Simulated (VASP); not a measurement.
# Ga2O3 (C2/m) in VASP: single point with PBE

Aim: the single point of Ga2O3 with PBE.

Program: VASP 6.6.1. These are calculated values, not measurements. Logs are shortened: lines on timing, memory, paths and dates and some standing lists are left out, and cuts for length are marked.

**1. The cell of the first run**

Symmetry: C2/m, No. 12, monoclinic system. Conventional cell: a = 12.214 Å, b = 3.037 Å, c = 5.798 Å, α = 90.00°, β = 103.83°, γ = 90.00°. Within 2.4 Å of Ga (site symmetry m) lie 4 O at 1.83 to 1.86 Å. Within 2.6 Å of Ga (site symmetry m) lie 6 O at 1.94 to 2.07 Å. O (site symmetry m) has 3 Ga at 1.83 to 1.94 Å within 2.4 Å. Within 2.5 Å of O (site symmetry m) lie 4 Ga at 1.86 to 2.07 Å. Within 2.4 Å of O (site symmetry m) lie 3 Ga at 1.83 to 1.94 Å.

**2. Single point, PBE**

Contents of INCAR:

```
SYSTEM = Ga2O3
PREC     = Accurate       ! precision mode
ENCUT    = 600            ! plane-wave cutoff, eV
EDIFF    = 1E-6           ! SCF threshold, eV
ISMEAR   = 0              ! smearing method
SIGMA    = 0.01           ! smearing width, eV
LREAL    = .False.        ! projectors in reciprocal space
LASPH    = .True.         ! aspherical terms in the spheres
NELM     = 120            ! most SCF steps
ALGO     = Normal         ! electronic algorithm
ISIF     = 2              ! what is computed and relaxed
LWAVE    = .False.        ! write WAVECAR
LCHARG   = .False.        ! write CHGCAR
GGA      = PE             ! functional
NBANDS   = 55             ! bands
GGA_COMPAT= .False.
```

Contents of KPOINTS:

```
regular mesh
0
Gamma
  8 8 4
  0 0 0
```

Contents of POSCAR:

```
Ga2O3
1.0
    6.1070000000     -1.5185500000      0.0000000000
    6.1070000000      1.5185500000      0.0000000000
   -1.3859890000      0.0000000000      5.6300090000
Ga O
4 6
Direct
    0.0905000000      0.0905000000      0.7946000000
    0.9095000000      0.9095000000      0.2054000000
    0.6586600000      0.6586600000      0.3140200000
    0.3413400000      0.3413400000      0.6859800000
    0.1645000000      0.1645000000      0.1098000000
    0.8355000000      0.8355000000      0.8902000000
    0.1733000000      0.1733000000      0.5632000000
    0.8267000000      0.8267000000      0.4368000000
    0.4959000000      0.4959000000      0.2566000000
    0.5041000000      0.5041000000      0.7434000000
```

Potentials or basis: VASP PAW PBE potentials, release 64 (Ga_d, O).

Launch:

```
> cat potpaw_PBE.64/Ga_d/POTCAR potpaw_PBE.64/O/POTCAR > POTCAR
> mpirun -np 1 vasp_std > vasp.out
```

OUTCAR:

```text
SYSTEM = Ga2O3
   PREC = Accurate
   ENCUT = 600
   EDIFF = 1E-6
   ISMEAR = 0
   LREAL = .False.
   LASPH = .True.
   NELM = 120
   ISIF = 2
   GGA = PE

 ion  position               nearest neighbor table
   1  0.090  0.090  0.795-  10 1.83  10 1.83   5 1.83   7 1.86
   2  0.910  0.910  0.205-   9 1.83   9 1.83   6 1.83   8 1.86
   3  0.659  0.659  0.314-   9 1.94   5 1.94   5 1.94   8 2.01   7 2.07   7 2.07
   4  0.341  0.341  0.686-  10 1.94   6 1.94   6 1.94   7 2.01   8 2.07   8 2.07
   5  0.164  0.164  0.110-   1 1.83   3 1.94   3 1.94
   6  0.836  0.836  0.890-   2 1.83   4 1.94   4 1.94
   7  0.173  0.173  0.563-   1 1.86   4 2.01   3 2.07   3 2.07
   8  0.827  0.827  0.437-   2 1.86   3 2.01   4 2.07   4 2.07
   9  0.496  0.496  0.257-   2 1.83   2 1.83   3 1.94
  10  0.504  0.504  0.743-   1 1.83   1 1.83   4 1.94

  LATTYP: Found a base centered monoclinic cell.
 ALAT       =    12.2140000000
 B/A-ratio  =     0.2486572785
 C/A-ratio  =     0.4747093728
 COS(beta)  =    -0.2390419160

  Lattice vectors:

 A1 = (   6.1070000000,  -1.5185500000,   0.0000000000)
 A2 = (   6.1070000000,   1.5185500000,   0.0000000000)
 A3 = (  -1.3859890000,   0.0000000000,   5.6300090000)

Analysis of symmetry for initial positions (statically):
=====================================================================
 Subroutine PRICEL returns:
 Original cell was already a primitive cell.

 Routine SETGRP: Setting up the symmetry group for a
 base centered monoclinic supercell.

 Subroutine GETGRP returns: Found  4 space group operations
 (whereof  4 operations were pure point group operations)
 out of a pool of  4 trial point group operations.

The static configuration has the point symmetry C_2h.

Analysis of symmetry for dynamics (positions and initial velocities):
=====================================================================
 Subroutine PRICEL returns:
 Original cell was already a primitive cell.

 Routine SETGRP: Setting up the symmetry group for a
 base centered monoclinic supercell.

 Subroutine GETGRP returns: Found  4 space group operations
 (whereof  4 operations were pure point group operations)
 out of a pool of  4 trial point group operations.

The dynamic configuration has the point symmetry C_2h.

 Subroutine INISYM returns: Found  4 space group operations
 (whereof  4 operations are pure point group operations),
 and found     1 'primitive' translations

----------------------------------------------------------------------------------------

                                     Primitive cell

  volume of cell :     104.4230

  direct lattice vectors                    reciprocal lattice vectors
     6.107000000 -1.518550000  0.000000000     0.081873260 -0.329261467  0.020155463
     6.107000000  1.518550000  0.000000000     0.081873260  0.329261467  0.020155463
    -1.385989000  0.000000000  5.630009000     0.000000000  0.000000000  0.177619609

  length of vectors
     6.292967750  6.292967750  5.798100279     0.339886138  0.339886138  0.177619609

  position of ions in fractional coordinates (direct lattice)
     0.090500000  0.090500000  0.794600000
     0.909500000  0.909500000  0.205400000
     0.658660000  0.658660000  0.314020000
     0.341340000  0.341340000  0.685980000
     0.164500000  0.164500000  0.109800000
     0.835500000  0.835500000  0.890200000
     0.173300000  0.173300000  0.563200000
     0.826700000  0.826700000  0.436800000
     0.495900000  0.495900000  0.256600000
     0.504100000  0.504100000  0.743400000

  ion indices of the primitive-cell ions
   primitive index   ion index
                 1           1
                 2           2
                 3           3
                 4           4
                 5           5
                 6           6
                 7           7
                 8           8
                 9           9
                10          10

----------------------------------------------------------------------------------------

 KPOINTS: regular mesh

Automatic generation of k-mesh.
 Grid dimensions read from file:
 generate k-points for:    8    8    4

 Generating k-lattice:

  Cartesian coordinates                     Fractional coordinates (reciprocal lattice)
     0.010234158 -0.041157683  0.002519433     0.125000000  0.000000000  0.000000000
     0.010234158  0.041157683  0.002519433     0.000000000  0.125000000  0.000000000
     0.000000000  0.000000000  0.044404902     0.000000000  0.000000000  0.250000000

  Length of vectors
     0.042485767  0.042485767  0.044404902

  Shift w.r.t. Gamma in fractional coordinates (k-lattice)
     0.000000000  0.000000000  0.000000000

 Subroutine IBZKPT returns following result:
 ===========================================

 Found     78 irreducible k-points:

 Following reciprocal coordinates:
            Coordinates               Weight
  0.000000  0.000000  0.000000      1.000000
  0.125000  0.000000 -0.000000      4.000000
  0.250000  0.000000 -0.000000      4.000000
  0.375000  0.000000 -0.000000      4.000000
  0.500000  0.000000 -0.000000      2.000000
  0.125000  0.125000 -0.000000      2.000000
[... 16 lines left out ...]
  0.125000  0.000000  0.250000      4.000000
  0.250000  0.000000  0.250000      4.000000
 [... further k-points ...]
   k-points           NKPTS =     78   k-points in BZ     NKDIM =     78   number of bands    NBANDS=     55
   number of dos      NEDOS =    301   number of ions     NIONS =     10
   total plane-waves  NPLWV = 120000
   dimension x,y,z NGX =    50 NGY =   50 NGZ =   48
   dimension x,y,z NGXF=   100 NGYF=  100 NGZF=   96
   ions per type =               4   6
   NGX,Y,Z   is equivalent  to a cutoff of  13.21, 13.21, 13.76 a.u.
   NGXF,Y,Z  is equivalent  to a cutoff of  26.42, 26.42, 27.53 a.u.
 SYSTEM =  Ga2O3
   PREC   = accura    normal or accurate (medium, high low for compatibility)
   ISTART =      0    job   : 0-new  1-cont  2-samecut
   ICHARG =      2    charge: 1-file 2-atom 10-const
   ISPIN  =      1    spin polarized calculation?
   LNONCOLLINEAR =      F non collinear calculations
   LSORBIT =      F    spin-orbit coupling
   LASPH  =      T    aspherical Exc in radial PAW
   ENCUT  =  600.0 eV  44.10 Ry    6.64 a.u.  12.57 12.57 11.58*2*pi/ulx,y,z
   NELM   =    120;   NELMIN=  2; NELMDL= -5     # of ELM steps
   EDIFF  = 0.1E-05   stopping-criterion for ELM
   LREAL  =      F    real-space projection
   EDIFFG = 0.1E-04   stopping-criterion for IOM
   NSW    =      0    number of steps for IOM
   IBRION =     -1    ionic relax: 0-MD 1-quasi-New 2-CG
   NFREE  =      0    steps in history (QN), initial steepest desc. (CG)
   ISIF   =      2    stress and relaxation
   ISYM   =      2    0-nonsym 1-usesym 2-fastsym
   POTIM  = 0.5000    time-step for ionic-motion
   TEBEG  =    0.0;   TEEND  =   0.0 temperature during run
   PSTRESS=    0.0 pullay stress
   NELECT =      88.0000    total number of electrons
   NUPDOWN=      -1.0000    fix difference up-down
   EMIN   =  10.00;   EMAX   =-10.00  energy-range for DOS
   EFERMI =   0.00;   METHOD = LEGACY
   ISMEAR =     0;   SIGMA  =   0.01  broadening in eV -4-tet -1-fermi 0-gaus
   EFERMI_NEDOS =   21; number of points for ismear=-14 and -15
   IALGO  =     38    algorithm
   IMIX   =      4    mixing-type and parameters
     AMIX     =   0.40;   BMIX     =  1.00
     AMIX_MAG =   1.60;   BMIX_MAG =  1.00
  volume/ion in A,a.u.               =      10.44        70.47
  Fermi-wavevector in a.u.,A,eV,Ry     =   1.546335  2.922150 32.533612  2.391153
  Thomas-Fermi vector in A             =   2.651586
   LORBIT       =      0    0 simple, 1 ext, 2 COOP (PROOUT), +10 PAW based schemes
   GGA     = PE    functional components
   LHFCALC =     F    Hartree Fock is set to
   AEXX    =    0.0000 exact exchange contribution
   IVDW    =     0    specifies the selected vdW correction
   LEPSILON=     F    determine dielectric tensor
   LRPA    =     F    only Hartree local field effects (RPA)
 non-spin polarized calculation
 Gauss-broadening in eV      SIGMA  =   0.01
  energy-cutoff  :      600.00
  volume of cell :      104.42
 maximum number of plane-waves:      3518
   NGX = 25   NGY = 25   NGZ = 23

 number of electron      88.0000002 magnetization

 Free energy of the ion-electron system (eV)
  ---------------------------------------------------
  ext. energy  EPLUGINS =         0.00000000
  ---------------------------------------------------
  free energy    TOTEN  =       -59.52077136 eV

  energy without entropy =      -59.52077136  energy(sigma->0) =      -59.52077136

 E-fermi :   3.9558     XC(G=0): -11.6435

 val. band max:        3.8962403577   @ k =   0.5000   0.3750   0.5000
 cond. band min:       6.3185573822   @ k =   0.0000   0.0000   0.0000
 fundamental gap:      2.4223170245
 Fermi energy:         3.9557681477

 k-point     1 :       0.0000    0.0000    0.0000
  band No.  band energies     occupation
      1     -15.0593      2.00000
      2     -13.8924      2.00000
      3     -13.8583      2.00000
      4     -13.7361      2.00000
      5     -13.2637      2.00000
      6     -13.2487      2.00000
[... 47 lines left out ...]
     54      16.2944      0.00000
     55      16.5975      0.00000

 k-point     2 :       0.1250    0.0000   -0.0000
  band No.  band energies     occupation
      1     -14.9376      2.00000
      2     -13.8633      2.00000
      3     -13.8423      2.00000
      4     -13.6542      2.00000
      5     -13.2666      2.00000
      6     -13.2492      2.00000
[... 47 lines left out ...]
     54      15.4225      0.00000
     55      15.6141      0.00000

 k-point     3 :       0.2500    0.0000   -0.0000
  band No.  band energies     occupation
      1     -14.6085      2.00000
      2     -13.8144      2.00000
      3     -13.7307      2.00000
      4     -13.5332      2.00000
      5     -13.2682      2.00000
      6     -13.2501      2.00000
[... 1152 lines left out ...]
 k-point    23 :       0.1250    0.0000    0.2500
  band No.  band energies     occupation
      1     -14.8207      2.00000
      2     -14.0598      2.00000
      3     -13.8599      2.00000
      4     -13.5710      2.00000
      5     -13.3248      2.00000
      6     -13.2107      2.00000
[... 47 lines left out ...]
     54      15.6202      0.00000
     55      16.0854      0.00000

 k-point    24 :       0.2500    0.0000    0.2500
  band No.  band energies     occupation
      1     -14.4996      2.00000
      2     -13.9293      2.00000
      3     -13.7693      2.00000
      4     -13.4901      2.00000
      5     -13.3167      2.00000
      6     -13.2235      2.00000
[... 47 lines left out ...]
     54      14.7306      0.00000
     55      15.9991      0.00000

 [... further k-points ...]

------------------------ aborting loop because EDIFF is reached ----------------------------------------

  FORCE on cell =-STRESS in cart. coord.  units (eV):
  Direction    XX          YY          ZZ          XY          YZ          ZX
  --------------------------------------------------------------------------------------
  -------------------------------------------------------------------------------------
  Total        6.2682927      6.9299219      6.0897675      0.0000000      0.0000000      0.1116471
  in kB       96.1753446    106.3268189     93.4362057      0.0000000      0.0000000      1.7130181
  external PRESSURE =      98.6461231 kB  Pullay stress =       0.0000000 kB

 VOLUME and BASIS-vectors are now :
 -----------------------------------------------------------------------------
  energy-cutoff  :      600.00
  volume of cell :      104.42
      direct lattice vectors                 reciprocal lattice vectors
     6.107000000 -1.518550000  0.000000000     0.081873260 -0.329261467  0.020155463
     6.107000000  1.518550000  0.000000000     0.081873260  0.329261467  0.020155463
    -1.385989000  0.000000000  5.630009000     0.000000000  0.000000000  0.177619609

 POSITION                                       TOTAL-FORCE (eV/Angst)
 -----------------------------------------------------------------------------------
      0.00406      0.00000      4.47361         0.108239      0.000000      0.068646
     10.82395      0.00000      1.15640        -0.108239      0.000000     -0.068646
      7.60964      0.00000      1.76794        -0.031983      0.000000      0.058370
      3.21837      0.00000      3.86207         0.031983      0.000000     -0.058370
      1.85702      0.00000      0.61817         0.223061      0.000000     -0.100490
      8.97099      0.00000      5.01183        -0.223061      0.000000      0.100490
      1.33610      0.00000      3.17082        -0.033461      0.000000     -0.047768
      9.49191      0.00000      2.45919         0.033461      0.000000      0.047768
      5.70128      0.00000      1.44466         0.162340      0.000000      0.055654
      5.12673      0.00000      4.18535        -0.162340      0.000000     -0.055654
 -----------------------------------------------------------------------------------
    total drift:                                0.000000      0.000000      0.000000

  FREE ENERGIE OF THE ION-ELECTRON SYSTEM (eV)
  ---------------------------------------------------
  free  energy   TOTEN  =       -59.5207713607 eV

  energy  without entropy=      -59.5207713607  energy(sigma->0) =      -59.52077136
```

Wall time 23 min (1 thread of Intel Xeon 8259CL, shared host); peak memory 0.6 GiB.

Results:

```
Free energy            : -59.5208 eV
Pressure               : 9.9 GPa
Largest force          : 0.245 eV/Å
Band gap on the k mesh : 2.42 eV (least direct gap 2.44 eV)
```

Forces on the atoms (eV/Å):
```
Ga   0.108  0.000  0.069
Ga  -0.108  0.000 -0.069
Ga  -0.032  0.000  0.058
Ga   0.032  0.000 -0.058
O    0.223  0.000 -0.100
O   -0.223  0.000  0.100
O   -0.033  0.000 -0.048
O    0.033  0.000  0.048
O    0.162  0.000  0.056
O   -0.162  0.000 -0.056
```

Caveat: the cell stands under pressure. A k mesh can miss the band edges.
